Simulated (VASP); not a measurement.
# KBr (rock salt type) in VASP: further runs

The runs below take KBr (rock salt type) through single point, with PBE, HSE06.

All numbers are computed with VASP 6.6.1; they aren't measurements. Logs are shortened: lines on timing, memory, paths and dates and some standing lists are left out, and cuts for length are marked.

## Step 1: The cell of the first run

It takes space group I4mm (No. 107, tetragonal). The conventional cell has a = 4.738 Å, b = 4.738 Å, c = 6.700 Å, α = 90.00°, β = 90.00°, γ = 90.00°. K (site symmetry 4mm) has 6 Br at 3.33 to 3.37 Å within 4.4 Å. Br (site symmetry 4mm) has 6 K at 3.33 to 3.37 Å within 4.4 Å.

## Step 2: Single point, PBE

Contents of INCAR:

```
  PREC = Accurate
  ENCUT = 520
  EDIFF = 1E-6
  ISMEAR = -1
  SIGMA = 0.1
  LREAL = False
  LASPH = True
  NELM = 60
  ALGO = Normal
  ISIF = 2
  LWAVE = False
  LCHARG = False
  GGA = PE
  NBANDS = 15
```

Contents of KPOINTS:

```
Automatic mesh
0
Gamma
  8 8 8
```

Contents of POSCAR:

```
KBr
1.0
    0.0000000000      3.3500000000      3.3500000000
    3.3500000000      0.0000000000      3.3500000000
    3.3500000000      3.3500000000      0.0000000000
K Br
1 1
Direct
   -0.0029850746      0.0029850746      0.0029850746
    0.5000000000      0.5000000000      0.5000000000
```

Potentials or basis: VASP PAW PBE potentials, release 64 (K_sv, Br).

On the command line:

```sh
cat potpaw_PBE.64/K_sv/POTCAR potpaw_PBE.64/Br/POTCAR > POTCAR
mpirun -np 1 vasp_std > vasp.out
```

OUTCAR:

```text
PREC = Accurate
   ENCUT = 520
   EDIFF = 1E-6
   ISMEAR = -1
   LREAL = False
   LASPH = True
   NELM = 60
   ISIF = 2
   GGA = PE

 ion  position               nearest neighbor table
   1  0.997  0.003  0.003-
   2  0.500  0.500  0.500-

  LATTYP: Found a face centered cubic cell.
 ALAT       =     6.7000000000

  Lattice vectors:

 A1 = (   0.0000000000,   3.3500000000,   3.3500000000)
 A2 = (   3.3500000000,   0.0000000000,   3.3500000000)
 A3 = (   3.3500000000,   3.3500000000,   0.0000000000)

Analysis of symmetry for initial positions (statically):
=====================================================================
 Subroutine PRICEL returns:
 Original cell was already a primitive cell.

 Routine SETGRP: Setting up the symmetry group for a
 face centered cubic supercell.

 Subroutine GETGRP returns: Found  8 space group operations
 (whereof  8 operations were pure point group operations)
 out of a pool of 48 trial point group operations.

The static configuration has the point symmetry C_4v.

Analysis of symmetry for dynamics (positions and initial velocities):
=====================================================================
 Subroutine PRICEL returns:
 Original cell was already a primitive cell.

 Routine SETGRP: Setting up the symmetry group for a
 face centered cubic supercell.

 Subroutine GETGRP returns: Found  8 space group operations
 (whereof  8 operations were pure point group operations)
 out of a pool of 48 trial point group operations.

The dynamic configuration has the point symmetry C_4v.

 Subroutine INISYM returns: Found  8 space group operations
 (whereof  8 operations are pure point group operations),
 and found     1 'primitive' translations

----------------------------------------------------------------------------------------

                                     Primitive cell

  volume of cell :      75.1908

  direct lattice vectors                    reciprocal lattice vectors
     0.000000000  3.350000000  3.350000000    -0.149253731  0.149253731  0.149253731
     3.350000000  0.000000000  3.350000000     0.149253731 -0.149253731  0.149253731
     3.350000000  3.350000000  0.000000000     0.149253731  0.149253731 -0.149253731

  length of vectors
     4.737615434  4.737615434  4.737615434     0.258515046  0.258515046  0.258515046

  position of ions in fractional coordinates (direct lattice)
     0.997014925  0.002985075  0.002985075
     0.500000000  0.500000000  0.500000000

  ion indices of the primitive-cell ions
   primitive index   ion index
                 1           1
                 2           2

----------------------------------------------------------------------------------------

 KPOINTS: Automatic mesh

Automatic generation of k-mesh.
 Grid dimensions read from file:
 generate k-points for:    8    8    8

 Generating k-lattice:

  Cartesian coordinates                     Fractional coordinates (reciprocal lattice)
    -0.018656716  0.018656716  0.018656716     0.125000000  0.000000000  0.000000000
     0.018656716 -0.018656716  0.018656716     0.000000000  0.125000000  0.000000000
     0.018656716  0.018656716 -0.018656716     0.000000000  0.000000000  0.125000000

  Length of vectors
     0.032314381  0.032314381  0.032314381

  Shift w.r.t. Gamma in fractional coordinates (k-lattice)
     0.000000000  0.000000000  0.000000000

 Subroutine IBZKPT returns following result:
 ===========================================

 Found     59 irreducible k-points:

 Following reciprocal coordinates:
            Coordinates               Weight
  0.000000  0.000000  0.000000      1.000000
  0.125000  0.000000  0.000000      8.000000
  0.250000  0.000000  0.000000      8.000000
  0.375000  0.000000  0.000000      8.000000
  0.500000  0.000000  0.000000      4.000000
  0.125000  0.125000  0.000000      4.000000
[... 16 lines left out ...]
  0.000000  0.375000  0.250000      8.000000
  0.500000  0.250000  0.000000     16.000000
 [... further k-points ...]
   k-points           NKPTS =     59   k-points in BZ     NKDIM =     59   number of bands    NBANDS=     15
   number of dos      NEDOS =    301   number of ions     NIONS =      2
   total plane-waves  NPLWV =  46656
   dimension x,y,z NGX =    36 NGY =   36 NGZ =   36
   dimension x,y,z NGXF=    72 NGYF=   72 NGZF=   72
   ions per type =               1   1
   NGX,Y,Z   is equivalent  to a cutoff of  12.63, 12.63, 12.63 a.u.
   NGXF,Y,Z  is equivalent  to a cutoff of  25.27, 25.27, 25.27 a.u.
 SYSTEM =  unknown system
   PREC   = accura    normal or accurate (medium, high low for compatibility)
   ISTART =      0    job   : 0-new  1-cont  2-samecut
   ICHARG =      2    charge: 1-file 2-atom 10-const
   ISPIN  =      1    spin polarized calculation?
   LNONCOLLINEAR =      F non collinear calculations
   LSORBIT =      F    spin-orbit coupling
   LASPH  =      T    aspherical Exc in radial PAW
   ENCUT  =  520.0 eV  38.22 Ry    6.18 a.u.   8.81  8.81  8.81*2*pi/ulx,y,z
   NELM   =     60;   NELMIN=  2; NELMDL= -5     # of ELM steps
   EDIFF  = 0.1E-05   stopping-criterion for ELM
   LREAL  =      F    real-space projection
   EDIFFG = 0.1E-04   stopping-criterion for IOM
   NSW    =      0    number of steps for IOM
   IBRION =     -1    ionic relax: 0-MD 1-quasi-New 2-CG
   NFREE  =      0    steps in history (QN), initial steepest desc. (CG)
   ISIF   =      2    stress and relaxation
   ISYM   =      2    0-nonsym 1-usesym 2-fastsym
   POTIM  = 0.5000    time-step for ionic-motion
   TEBEG  =    0.0;   TEEND  =   0.0 temperature during run
   PSTRESS=    0.0 pullay stress
   NELECT =      16.0000    total number of electrons
   NUPDOWN=      -1.0000    fix difference up-down
   EMIN   =  10.00;   EMAX   =-10.00  energy-range for DOS
   EFERMI =   0.00;   METHOD = LEGACY
   ISMEAR =    -1;   SIGMA  =   0.10  broadening in eV -4-tet -1-fermi 0-gaus
   EFERMI_NEDOS =   21; number of points for ismear=-14 and -15
   IALGO  =     38    algorithm
   IMIX   =      4    mixing-type and parameters
     AMIX     =   0.40;   BMIX     =  1.00
     AMIX_MAG =   1.60;   BMIX_MAG =  1.00
  volume/ion in A,a.u.               =      37.60       253.71
  Fermi-wavevector in a.u.,A,eV,Ry     =   0.977372  1.846966 12.997055  0.955257
  Thomas-Fermi vector in A             =   2.108065
   LORBIT       =      0    0 simple, 1 ext, 2 COOP (PROOUT), +10 PAW based schemes
   GGA     = PE    functional components
   LHFCALC =     F    Hartree Fock is set to
   AEXX    =    0.0000 exact exchange contribution
   IVDW    =     0    specifies the selected vdW correction
   LEPSILON=     F    determine dielectric tensor
   LRPA    =     F    only Hartree local field effects (RPA)
 non-spin polarized calculation
  energy-cutoff  :      520.00
  volume of cell :       75.19
 maximum number of plane-waves:      2085
   NGX = 17   NGY = 17   NGZ = 17

 number of electron      16.0000001 magnetization

 Free energy of the ion-electron system (eV)
  ---------------------------------------------------
  ext. energy  EPLUGINS =         0.00000000
  ---------------------------------------------------
  free energy    TOTEN  =        -6.22333995 eV

  energy without entropy =       -6.22333995  energy(sigma->0) =       -6.22333995

 E-fermi :   0.4011     XC(G=0):  -7.1921

 val. band max:       -1.9135522057   @ k =   0.0000   0.0000   0.0000
 cond. band min:       2.4024906231   @ k =   0.0000   0.0000   0.0000
 fundamental gap:      4.3160428288
 Fermi energy:         0.4010546208

 k-point     1 :       0.0000    0.0000    0.0000
  band No.  band energies     occupation
      1     -29.7936      2.00000
      2     -14.1532      2.00000
      3     -13.2674      2.00000
      4     -13.2674      2.00000
      5     -13.2673      2.00000
      6      -1.9136      2.00000
      7      -1.9136      2.00000
      8      -1.9136      2.00000
      9       2.4025      0.00000
     10       5.6775      0.00000
     11       5.6777      0.00000
     12       5.6777      0.00000
     13       6.4729      0.00000
     14       6.4735      0.00000
     15       9.5681      0.00000

 k-point     2 :       0.1250    0.0000    0.0000
  band No.  band energies     occupation
      1     -29.7930      2.00000
      2     -14.1827      2.00000
      3     -13.2681      2.00000
      4     -13.2681      2.00000
      5     -13.2289      2.00000
      6      -2.1195      2.00000
      7      -1.9601      2.00000
      8      -1.9601      2.00000
      9       2.7766      0.00000
     10       5.5718      0.00000
     11       5.8545      0.00000
     12       5.8545      0.00000
     13       6.6618      0.00000
     14       6.6626      0.00000
     15      10.0995      0.00000

 k-point     3 :       0.2500    0.0000    0.0000
  band No.  band energies     occupation
      1     -29.7914      2.00000
      2     -14.2457      2.00000
      3     -13.2699      2.00000
      4     -13.2698      2.00000
      5     -13.1443      2.00000
      6      -2.5344      2.00000
      7      -2.0680      2.00000
      8      -2.0680      2.00000
      9       3.6166      0.00000
     10       5.5245      0.00000
     11       6.3485      0.00000
     12       6.3486      0.00000
     13       7.1879      0.00000
     14       7.1887      0.00000
     15      10.0514      0.00000
[... 343 lines left out ...]
 k-point    23 :       0.0000    0.3750    0.2500
  band No.  band energies     occupation
      1     -29.7896      2.00000
      2     -14.1963      2.00000
      3     -13.2879      2.00000
      4     -13.2860      2.00000
      5     -13.1858      2.00000
      6      -2.6821      2.00000
      7      -2.1770      2.00000
      8      -2.1315      2.00000
      9       4.4264      0.00000
     10       4.6185      0.00000
     11       7.1806      0.00000
     12       7.4225      0.00000
     13       7.6200      0.00000
     14       7.7321      0.00000
     15       8.8524      0.00000

 k-point    24 :       0.5000    0.2500    0.0000
  band No.  band energies     occupation
      1     -29.7886      2.00000
      2     -14.2108      2.00000
      3     -13.3004      2.00000
      4     -13.2848      2.00000
      5     -13.1577      2.00000
      6      -2.7369      2.00000
      7      -2.3406      2.00000
      8      -2.1975      2.00000
      9       4.7136      0.00000
     10       5.4902      0.00000
     11       6.8627      0.00000
     12       7.5665      0.00000
     13       7.7231      0.00000
     14       8.1669      0.00000
     15       8.8206      0.00000

 [... further k-points ...]

------------------------ aborting loop because EDIFF is reached ----------------------------------------

  FORCE on cell =-STRESS in cart. coord.  units (eV):
  Direction    XX          YY          ZZ          XY          YZ          ZX
  --------------------------------------------------------------------------------------
  -------------------------------------------------------------------------------------
  Total        0.0330376      0.0298317      0.0298317     -0.0000000      0.0000000      0.0000000
  in kB        0.7039716      0.6356581      0.6356581     -0.0000000      0.0000000      0.0000000
  external PRESSURE =       0.6584293 kB  Pullay stress =       0.0000000 kB

 VOLUME and BASIS-vectors are now :
 -----------------------------------------------------------------------------
  energy-cutoff  :      520.00
  volume of cell :       75.19
      direct lattice vectors                 reciprocal lattice vectors
     0.000000000  3.350000000  3.350000000    -0.149253731  0.149253731  0.149253731
     3.350000000  0.000000000  3.350000000     0.149253731 -0.149253731  0.149253731
     3.350000000  3.350000000  0.000000000     0.149253731  0.149253731 -0.149253731

 POSITION                                       TOTAL-FORCE (eV/Angst)
 -----------------------------------------------------------------------------------
      0.02000      3.35000      3.35000        -0.019957      0.000000      0.000000
      3.35000      3.35000      3.35000         0.019957      0.000000      0.000000
 -----------------------------------------------------------------------------------
    total drift:                                0.000041      0.000000      0.000000

  FREE ENERGIE OF THE ION-ELECTRON SYSTEM (eV)
  ---------------------------------------------------
  free  energy   TOTEN  =        -6.2233399534 eV

  energy  without entropy=       -6.2233399533  energy(sigma->0) =       -6.22333995
```

It took 21 s on 1 thread of Intel Xeon 6975P-C (Granite Rapids), shared host; peak memory 0.25 GiB.

Results:

| Quantity | Value |
| --- | --- |
| Free energy | -6.2233 eV |
| Pressure | 0.1 GPa |
| Largest force | 0.020 eV/Å |
| Band gap on the k mesh | 4.32 eV |

Forces in eV/Å, atoms in the order of the input:
```
K   -0.020  0.000  0.000
Br   0.020  0.000  0.000
```

A k mesh can miss the band edges.

## Step 3: Single point, PBE, non-collinear spin, zero start, spin-orbit coupling

Contents of INCAR:

```
PREC = Accurate
ENCUT = 520
EDIFF = 1E-6
ISMEAR = -1
SIGMA = 0.02
LREAL = F
LASPH = T
NELM = 150
ALGO = Normal
ISIF = 2
LWAVE = F
LCHARG = T
LNONCOLLINEAR = T
MAGMOM = 0 0 0 0 0 0
LORBIT = 11
LSORBIT = T
GGA_COMPAT = F
LORBMOM = T
GGA = PE
LVHAR = T
NBANDS = 28
```

Contents of KPOINTS:

```
Automatic mesh
0
Gamma
  6 6 6
```

Changes to POSCAR since step 2:

```diff
@@ -8,3 +8,3 @@
 Direct
-   -0.0029850746      0.0029850746      0.0029850746
+    0.0000000000      0.0000000000      0.0000000000
     0.5000000000      0.5000000000      0.5000000000
```

Potentials or basis: VASP PAW PBE potentials, release 64 (K_sv, Br).

On the command line:

```sh
cat potpaw_PBE.64/K_sv/POTCAR potpaw_PBE.64/Br/POTCAR > POTCAR
mpirun -np 1 vasp_ncl > vasp.out
```

Run time: 39 s. Hardware: 1 thread of Intel Xeon 6975P-C (Granite Rapids), shared host; peak memory 0.4 GiB.

It converged, with:

```
Free energy                                           : -6.2530 eV
Pressure                                              : 0.1 GPa
Net moment                                            : 0.00 μB per cell
Valence electrons inside the program's atomic spheres : K 7.56; Br 4.90
```

Moments on the atoms (μB; x, y, z):
```
K   0.00 0.00 0.00
Br  0.00 0.00 0.00
```

## Step 4: Single point, PBE, non-collinear spin, zero start, spin-orbit coupling

Contents of INCAR:

```
SYSTEM = KBr
PREC = Accurate
ENCUT = 520
EDIFF = 1E-6
ISMEAR = -1
SIGMA = 0.02
LREAL = .FALSE.
LASPH = .TRUE.
NELM = 150
ALGO = Normal
ISIF = 2
LWAVE = .FALSE.
LCHARG = .TRUE.
LNONCOLLINEAR = .TRUE.
MAGMOM = 0 0 0 0 0 0
LORBIT = 11
LSORBIT = .TRUE.
GGA_COMPAT = .FALSE.
LORBMOM = .TRUE.
GGA = PE
LVHAR = .TRUE.
NBANDS = 28
```

Contents of KPOINTS:

```
regular mesh
0
G
  6 6 6
  0 0 0
```

POSCAR is that of step 3.

On the command line:

```sh
cat potpaw_PBE.64/K_sv/POTCAR potpaw_PBE.64/Br/POTCAR > POTCAR
mpirun -np 1 vasp_ncl > vasp.out
```

Run time: 40 s. Hardware: 1 thread of Intel Xeon 6975P-C (Granite Rapids), shared host; peak memory 0.39 GiB.

It converged, with:

- Free energy: -6.2530 eV
- Pressure: 0.1 GPa
- Net moment: 0.00 μB per cell
- Valence electrons inside the program's atomic spheres: K 7.56; Br 4.90

Moments on the atoms (μB; x, y, z):
```
K   0.00 0.00 0.00
Br  0.00 0.00 0.00
```

## Step 5: Single point, HSE06

This run uses another cell than the first one, of 34.59 Å³/atom.

Contents of POSCAR:

```
KBr
1.0
    0.0000000000      3.2581725678      3.2581725678
    3.2581725678      0.0000000000      3.2581725678
    3.2581725678      3.2581725678      0.0000000000
K Br
1 1
Direct
    0.0000000000      0.0000000000      0.0000000000
    0.5000000000      0.5000000000      0.5000000000
```

Contents of INCAR.step1:

```
PREC = Accurate ; ENCUT = 520
EDIFF = 1E-5 ; ISMEAR = -1
SIGMA = 0.05 ; LREAL = False
LASPH = True ; NELM = 100
ALGO = Normal ; ISIF = 2
LWAVE = True ; LCHARG = False
GGA = PE ; NBANDS = 15
```

Contents of INCAR.step2:

```
PREC = Accurate ; ENCUT = 520
EDIFF = 1E-7 ; ISMEAR = -1
SIGMA = 0.05 ; LREAL = False
LASPH = True ; NELM = 100
ALGO = Normal ; ISIF = 2
LWAVE = False ; LCHARG = False
GGA = PE ; LHFCALC = True
HFSCREEN = 0.2079 ; PRECFOCK = Normal
ISTART = 1 ; NBANDS = 15
```

Contents of KPOINTS:

```
regular mesh
0
Gamma
  4 4 4
```

On the command line:

```sh
cat potpaw_PBE.64/K_sv/POTCAR potpaw_PBE.64/Br/POTCAR > POTCAR
cp INCAR.step1 INCAR
mpirun -np 1 vasp_std > vasp.out
cp INCAR.step2 INCAR
mpirun -np 1 vasp_std > vasp.out
```

Run time: 3.9 min. Hardware: 1 thread of Intel Xeon 6975P-C (Granite Rapids), shared host; peak memory 0.32 GiB.

Results (log left out):

```
Free energy            : -7.1549 eV
Pressure               : 1.2 GPa
Band gap on the k mesh : 5.71 eV
```

Levels at points of the mesh, in eV from the valence-band top:
| k point | band 4 | band 5 | band 6 | band 7 | band 8 | band 9 | band 10 | band 11 | band 12 | band 13 |
| --- | --- | --- | --- | --- | --- | --- | --- | --- | --- | --- |
| (0.00, 0.00, 0.00) | -12.01 | -12.01 | 0.00 | 0.00 | 0.00 | 5.71 | 8.98 | 8.98 | 8.98 | 9.95 |
| (0.50, 0.00, 0.00) | -12.02 | -11.73 | -1.32 | -0.38 | -0.38 | 7.84 | 9.75 | 11.50 | 11.50 | 11.51 |
| (0.50, 0.50, 0.00) | -12.06 | -12.06 | -0.91 | -0.32 | -0.32 | 7.03 | 8.64 | 11.01 | 11.05 | 11.47 |

Caveat: the PAW data sets were made with another functional, which shifts forces and pressure a little.

(Continued in part 2 of 2.)
